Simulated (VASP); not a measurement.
# Si16O (a cell with a defect) in VASP: notebook, part 2 of 2

VASP 6.6.1. The steps go on from the part before.

## Step 3: Single point, LDA, collinear spin, ferromagnetic start

INCAR reads:

```
SYSTEM = Si16O
ALGO = Normal ; EDIFF = 1E-6
ENCUT = 520 ; ISIF = 2
ISMEAR = -1 ; ISPIN = 2
LASPH = .True. ; LCHARG = .False.
LORBIT = 11 ; LREAL = Auto
LWAVE = .False. ; MAGMOM = 0 0 0 0 0 0 0 0 0 0 0 0 0 0 0 0 1
NBANDS = 53 ; NELM = 150
PREC = Accurate ; SIGMA = 0.02
```

KPOINTS reads:

```
k-points
0
Gamma
  2 2 2
  0 0 0
```

POSCAR reads:

```
Si16O
1.0
    0.0000000000      5.4300000000      5.4300000000
    5.4300000000      0.0000000000      5.4300000000
    5.4300000000      5.4300000000      0.0000000000
Si O
16 1
Direct
    0.0187108656      0.0094106814     -0.0141068140
    0.1492633517      0.1521362799      0.0960036832
    0.0290607735      0.0262062615      0.4862983425
    0.1096132597      0.1750092081      0.6294475138
    0.0137016575      0.5081399632      0.0234622468
    0.1992817680      0.6499815838      0.0561141805
   -0.0095856354      0.5360497238      0.5386279926
    0.1134806630      0.6445672192      0.6668692449
    0.5312891344     -0.0028729282      0.0075322284
    0.6438397790      0.1294014733      0.1333793738
    0.4962615101      0.0183241252      0.5117679558
    0.6386832413      0.1292173112      0.6365101289
    0.5626058932      0.5017771639     -0.0490147330
    0.6374953959      0.6386003683      0.1071639042
    0.4937569061      0.5103314917      0.4877348066
    0.6554143646      0.6598342541      0.5590791897
    0.1417679558      0.6697237569      0.3013996317
```

Potentials or basis: VASP PAW LDA potentials, release 64 (Si, O).

Launch:

```sh
$ cat potpaw_LDA.64/Si/POTCAR potpaw_LDA.64/O/POTCAR > POTCAR
$ mpirun -np 1 vasp_std > vasp.out
```

OUTCAR:

```text
SYSTEM = Si16O
   EDIFF = 1E-6
   ENCUT = 520
   ISIF = 2
   ISMEAR = -1
   ISPIN = 2
   LASPH = .True.
   LORBIT = 11
   LREAL = Auto
   NELM = 150
   PREC = Accurate

 ion  position               nearest neighbor table
   1  0.019  0.009  0.986-   4 2.26   6 2.29  10 2.36   2 2.41
   2  0.149  0.152  0.096-   5 2.25   1 2.41   9 2.41   3 2.45
   3  0.029  0.026  0.486-   4 2.35   8 2.42   2 2.45  12 2.45
   4  0.110  0.175  0.629-   1 2.26   7 2.28   3 2.35  11 2.43
   5  0.014  0.508  0.023-   8 2.24   2 2.25   6 2.34  14 2.38
   6  0.199  0.650  0.056-  17 1.78  13 2.29   1 2.29   5 2.34   7 3.05
   7  0.990  0.536  0.539-  17 1.71  16 2.20   8 2.26   4 2.28   6 3.05
   8  0.113  0.645  0.667-   5 2.24   7 2.26   3 2.42  15 2.42
   9  0.531  0.997  0.008-  14 2.26  10 2.33  12 2.33   2 2.41
  10  0.644  0.129  0.133-   9 2.33   1 2.36  13 2.37  11 2.38
  11  0.496  0.018  0.512-  16 2.30  12 2.37  10 2.38   4 2.43
  12  0.639  0.129  0.637-   9 2.33  11 2.37  15 2.40   3 2.45
  13  0.563  0.502  0.951-   6 2.29  14 2.33  10 2.37  16 2.47
  14  0.637  0.639  0.107-   9 2.26  13 2.33   5 2.38  15 2.39
  15  0.494  0.510  0.488-  14 2.39  12 2.40   8 2.42  16 2.43
  16  0.655  0.660  0.559-   7 2.20  11 2.30  15 2.43  13 2.47
  17  0.142  0.670  0.301-   7 1.71   6 1.78

  LATTYP: Found a face centered cubic cell.
 ALAT       =    10.8600000000

  Lattice vectors:

 A1 = (   0.0000000000,   5.4300000000,   5.4300000000)
 A2 = (   5.4300000000,   0.0000000000,   5.4300000000)
 A3 = (   5.4300000000,   5.4300000000,   0.0000000000)

Analysis of symmetry for initial positions (statically):
=====================================================================
 Subroutine PRICEL returns:
 Original cell was already a primitive cell.

 Routine SETGRP: Setting up the symmetry group for a
 face centered cubic supercell.

 Subroutine GETGRP returns: Found  1 space group operations
 (whereof  1 operations were pure point group operations)
 out of a pool of 48 trial point group operations.

The static configuration has the point symmetry C_1 .
[... 598 lines left out ...]
 Fermi energy:         6.0721141809

 spin component 2

 k-point     1 :       0.0000    0.0000    0.0000
  band No.  band energies     occupation
      1     -13.7707      1.00000
      2      -5.8921      1.00000
      3      -4.4767      1.00000
      4      -3.8794      1.00000
      5      -3.6764      1.00000
      6      -3.4542      1.00000
[... 389 lines left out ...]
     46      10.0144      0.00000
     47      10.2597      0.00000
 [bands above 47 left out]

------------------------ aborting loop because EDIFF is reached ----------------------------------------

  FORCE on cell =-STRESS in cart. coord.  units (eV):
  Direction    XX          YY          ZZ          XY          YZ          ZX
  --------------------------------------------------------------------------------------
  -------------------------------------------------------------------------------------
  Total       -0.8006158      2.4258849     -1.0327752     -0.1395758     -2.9538862      1.5209564
  in kB       -4.0059474     12.1381161     -5.1675764     -0.6983789    -14.7800144      7.6102313
  external PRESSURE =       0.9881974 kB  Pullay stress =       0.0000000 kB

 VOLUME and BASIS-vectors are now :
 -----------------------------------------------------------------------------
  energy-cutoff  :      520.00
  volume of cell :      320.21
      direct lattice vectors                 reciprocal lattice vectors
     0.000000000  5.430000000  5.430000000    -0.092081031  0.092081031  0.092081031
     5.430000000  0.000000000  5.430000000     0.092081031 -0.092081031  0.092081031
     5.430000000  5.430000000  0.000000000     0.092081031  0.092081031 -0.092081031

 POSITION                                       TOTAL-FORCE (eV/Angst)
 -----------------------------------------------------------------------------------
      5.40450      5.45500      0.15270         0.684546      0.091140      0.529504
      1.34740      1.33180      1.63660        -0.531641      1.333557     -1.262545
      2.78290      2.79840      0.30010         0.133027     -0.600186     -0.738252
      4.36820      4.01310      1.54550        -1.510695      0.012448      0.214399
      2.88660      0.20180      2.83360         1.048085      0.232277     -0.081398
      3.83410      1.38680      4.61150         1.658210      0.601147     -0.553752
[... 9 lines left out ...]
      6.61870      6.59470      7.14180         0.571632     -0.500025     -1.955889
      5.27320      2.40640      4.40640        -1.528294     -0.499938     -0.962810
 -----------------------------------------------------------------------------------
    total drift:                               -0.003777     -0.002045     -0.001763

  FREE ENERGIE OF THE ION-ELECTRON SYSTEM (eV)
  ---------------------------------------------------
  free  energy   TOTEN  =      -101.1066558550 eV

  energy  without entropy=     -101.1066312686  energy(sigma->0) =     -101.10664356

 total charge

# of ion       s       p       d       tot
------------------------------------------
    1        0.760   0.962   0.000   1.722
    2        0.752   0.938   0.000   1.689
    3        0.752   0.907   0.000   1.659
    4        0.757   0.983   0.000   1.740
    5        0.754   1.001   0.000   1.755
    6        0.755   0.918   0.000   1.673
[... 9 lines left out ...]
   16        0.765   0.964   0.000   1.729
   17        1.567   3.498   0.000   5.065
--------------------------------------------------
tot         13.636  18.714   0.000  32.349

 magnetization (x)

# of ion       s       p       d       tot
------------------------------------------
    1       -0.000  -0.000   0.000  -0.000
    2        0.000  -0.000   0.000   0.000
    3        0.000  -0.000   0.000   0.000
    4        0.000   0.000   0.000   0.000
    5        0.000   0.000   0.000   0.000
    6        0.000   0.000   0.000   0.000
[... 9 lines left out ...]
   16        0.000   0.000   0.000   0.000
   17       -0.000  -0.000   0.000  -0.000
--------------------------------------------------
tot          0.000   0.000   0.000   0.000
```

OSZICAR:

```text
N       E                     dE             d eps       ncg     rms          rms(c)
DAV:   1     0.183051901864E+03    0.18305E+03   -0.27026E+04  1696   0.109E+03
DAV:   2    -0.839767703879E+02   -0.26703E+03   -0.25108E+03  2074   0.175E+02
DAV:   3    -0.104133544350E+03   -0.20157E+02   -0.19853E+02  2176   0.450E+01
DAV:   4    -0.104538178209E+03   -0.40463E+00   -0.40356E+00  2136   0.766E+00
DAV:   5    -0.104546490704E+03   -0.83125E-02   -0.83080E-02  2142   0.107E+00    0.176E+01
DAV:   6    -0.101573499624E+03    0.29730E+01   -0.73291E+00  2424   0.141E+01    0.101E+01
DAV:   7    -0.101260797429E+03    0.31270E+00   -0.33351E+00  1921   0.583E+00    0.465E+00
DAV:   8    -0.101139020705E+03    0.12178E+00   -0.94175E-01  2264   0.437E+00    0.218E+00
DAV:   9    -0.101108656598E+03    0.30364E-01   -0.17198E-01  2110   0.194E+00    0.891E-01
DAV:  10    -0.101106695052E+03    0.19615E-02   -0.13251E-01  2024   0.138E+00    0.397E-01
DAV:  11    -0.101106837523E+03   -0.14247E-03   -0.12135E-02  1982   0.445E-01    0.255E-01
DAV:  12    -0.101106625086E+03    0.21244E-03   -0.29632E-03  2072   0.204E-01    0.105E-01
DAV:  13    -0.101106681630E+03   -0.56544E-04   -0.23928E-04  2038   0.677E-02    0.559E-02
DAV:  14    -0.101106664410E+03    0.17220E-04   -0.21865E-05  2224   0.256E-02    0.295E-02
DAV:  15    -0.101106654955E+03    0.94548E-05   -0.10209E-04  1942   0.423E-02    0.583E-03
DAV:  16    -0.101106656028E+03   -0.10725E-05   -0.12975E-05  1984   0.144E-02    0.541E-03
DAV:  17    -0.101106655855E+03    0.17289E-06   -0.10233E-06  1222   0.411E-03
   1 F= -.10110666E+03 E0= -.10110664E+03  d E =-.245864E-04  mag=     0.0000
```

stdout:

```text
POSCAR found type information on POSCAR SiO
 POSCAR found :  2 types and      17 ions
 scaLAPACK will be used
 LDA part: xc-table for (Slater(with rela. corr.)+CA(PZ))
 , standard interpolation
 POSCAR, INCAR and KPOINTS ok, starting setup
 FFT: planning ... GRIDC
 FFT: planning ... GRID_SOFT
 FFT: planning ... GRID
 WAVECAR not read
 entering main loop
```

Wall time 3.8 min (1 thread of Intel Xeon 6975P-C (Granite Rapids), shared host); peak memory 0.48 GiB.

Results:

- Free energy: -101.1067 eV
- Pressure: 0.1 GPa
- Largest force: 2.098 eV/Å
- Band gap on the k mesh: 0.33 eV
- Net moment: 0.00 μB per cell
- Valence electrons inside the program's atomic spheres: Si 1.72, 1.69, 1.66, 1.74, 1.75, 1.67, 1.73, 1.70, 1.68, 1.71 (each value once); O 5.07

Forces on the atoms (eV/Å):
```
Si   0.685  0.091  0.530
Si  -0.532  1.334 -1.263
Si   0.133 -0.600 -0.738
Si  -1.511  0.012  0.214
Si   1.048  0.232 -0.081
Si   1.658  0.601 -0.554
Si  -0.704 -0.072  1.561
Si  -0.094 -0.040  1.731
Si   0.709 -1.238  0.223
Si   0.013  0.111  0.111
Si   0.593 -0.393  0.640
Si  -0.544 -0.228  0.871
Si  -0.658 -0.350  0.303
Si  -0.033  1.056 -0.653
Si   0.193  0.484  0.024
Si   0.572 -0.500 -1.956
O   -1.528 -0.500 -0.963
```

Levels at points of the mesh, in eV from the valence-band top:
Spin up:
```
           k point  band 33  band 34  band 35  band 36  band 37  band 38
(0.00, 0.00, 0.00)    -0.37    -0.22     0.00     0.33     0.40     0.66
(0.50, 0.00, 0.00)    -0.78    -0.75    -0.58     0.87     1.08     1.43
(0.00, 0.50, 0.00)    -0.99    -0.56    -0.36     0.96     1.29     1.44
(0.00, 0.00, 0.50)    -0.65    -0.61    -0.44     0.91     1.02     1.20
(0.50, 0.50, 0.50)    -1.01    -0.67    -0.32     1.06     1.14     1.29
(0.50, 0.50, 0.00)    -1.22    -0.97    -0.55     0.99     1.17     1.84
(0.00, 0.50, 0.50)    -1.32    -1.05    -0.97     1.02     1.30     2.00
(0.50, 0.00, 0.50)    -1.15    -1.09    -0.90     1.11     1.30     2.04
```
Spin down:
| k point | band 33 | band 34 | band 35 | band 36 | band 37 | band 38 |
| --- | --- | --- | --- | --- | --- | --- |
| (0.00, 0.00, 0.00) | -0.37 | -0.22 | 0.00 | 0.33 | 0.40 | 0.66 |
| (0.50, 0.00, 0.00) | -0.78 | -0.75 | -0.58 | 0.87 | 1.08 | 1.43 |
| (0.00, 0.50, 0.00) | -0.99 | -0.56 | -0.36 | 0.96 | 1.29 | 1.44 |
| (0.00, 0.00, 0.50) | -0.65 | -0.61 | -0.44 | 0.91 | 1.02 | 1.20 |
| (0.50, 0.50, 0.50) | -1.01 | -0.67 | -0.32 | 1.06 | 1.14 | 1.29 |
| (0.50, 0.50, 0.00) | -1.22 | -0.97 | -0.55 | 0.99 | 1.17 | 1.84 |
| (0.00, 0.50, 0.50) | -1.32 | -1.05 | -0.97 | 1.02 | 1.30 | 2.00 |
| (0.50, 0.00, 0.50) | -1.15 | -1.09 | -0.90 | 1.11 | 1.30 | 2.04 |

Caveat: the k points lie up to 0.50 Å⁻¹ apart; the atoms stand as in a frame of molecular dynamics.
